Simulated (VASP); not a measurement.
**AlO2: single point with PBE+D3(BJ)**

Crystal: AlO2.

```xyz
6
Lattice="1.4882 -5.4028 0.0000 1.4882 5.4028 0.0000 0.0000 0.0000 3.6466" Properties=species:S:1:pos:R:3 pbc="T T T"
Al    1.4882    1.8168    0.9117
Al    1.4882   -1.8168    2.7350
O     1.4882   -2.2240    0.9117
O     1.4882    2.2240    2.7350
O     1.4882   -4.7429    0.9117
O     1.4882    4.7429    2.7350
```

- Program: VASP 6.6.1
- Task: single point
- Functional: PBE
- Dispersion: D3(BJ)
- Potentials or basis: VASP PAW PBE potentials, release 64 (Al, O)
- Cutoff: 520 eV
- k mesh: 6 × 6 × 6
- Occupations: gaussian, width 0.1 eV
- Spin: collinear spin
- Starting moments: [0.0, 0.0, 0.0, 0.0, 1.0, 1.0] μB

- Pressure: -3.4 GPa
- Largest force: 0.045 eV/Å
- Net moment: 1.94 μB per cell
- Site moments: Al -0.01; O +0.10, +0.73 μB
- Valence electrons inside the program's atomic spheres: Al 0.70; O 5.15, 4.90
- Dispersion energy per atom: -0.176 eV

Forces in eV/Å, atoms in the order of the input:
```
Al   0.000  0.003  0.000
Al   0.000 -0.003  0.000
O    0.000 -0.011  0.000
O    0.000  0.011  0.000
O    0.000  0.045  0.000
O    0.000 -0.045  0.000
```

Stress tensor (GPa, compression positive):
```
-3.19  0.00  0.00
 0.00 -3.52  0.00
 0.00  0.00 -3.43
```

Levels at points of the mesh, in eV from the Fermi level:
Spin up:
```csv
k point,band 12,band 13,band 14,band 15,band 16,band 17,band 18,band 19,band 20,band 21
"(0.00, 0.00, 0.00)",-1.93,-1.40,-0.44,-0.28,-0.20,6.05,8.71,10.09,10.96,13.08
"(0.50, 0.00, 0.00)",-2.71,-1.85,-1.06,-0.84,-0.74,10.08,10.23,11.64,11.71,12.10
"(0.50, 0.50, 0.00)",-1.76,-1.63,-1.40,-0.67,-0.20,7.51,7.73,9.16,12.37,12.91
"(0.00, 0.00, 0.50)",-1.58,-1.09,-1.09,-0.81,-0.81,8.80,8.80,9.87,9.87,13.68
"(0.50, 0.00, 0.50)",-2.43,-1.12,-1.12,-0.38,-0.38,10.42,10.42,11.86,11.86,12.92
"(0.50, 0.50, 0.50)",-2.18,-1.51,-1.51,-0.14,-0.14,8.98,8.98,10.11,10.11,13.42
```
Spin down:
| k point | band 10 | band 11 | band 12 | band 13 | band 14 | band 15 | band 16 | band 17 | band 18 | band 19 |
| --- | --- | --- | --- | --- | --- | --- | --- | --- | --- | --- |
| (0.00, 0.00, 0.00) | -1.84 | -1.52 | -1.14 | -0.85 | -0.05 | 0.90 | 1.30 | 6.31 | 8.76 | 10.26 |
| (0.50, 0.00, 0.00) | -3.53 | -1.84 | -1.38 | -1.28 | -0.48 | 0.25 | 1.32 | 10.24 | 10.36 | 11.81 |
| (0.50, 0.50, 0.00) | -1.51 | -1.19 | -0.86 | -0.81 | -0.74 | -0.05 | 1.34 | 7.73 | 8.06 | 9.24 |
| (0.00, 0.00, 0.50) | -1.70 | -1.34 | -1.34 | -0.38 | -0.38 | 0.92 | 0.92 | 9.07 | 9.07 | 10.11 |
| (0.50, 0.00, 0.50) | -3.07 | -1.67 | -1.67 | -0.76 | -0.76 | 1.31 | 1.31 | 10.55 | 10.55 | 12.11 |
| (0.50, 0.50, 0.50) | -1.79 | -1.67 | -1.67 | -1.24 | -1.24 | 1.45 | 1.45 | 9.28 | 9.28 | 10.31 |

It took 4.9 min on 1 thread of AMD EPYC 7R13 Processor (Zen 3), with other jobs on the host, peak memory 0.29 GiB.

Caveat: the k points lie up to 0.36 Å⁻¹ apart; pairwise dispersion overbinds metals, which lowers pressure and volume.
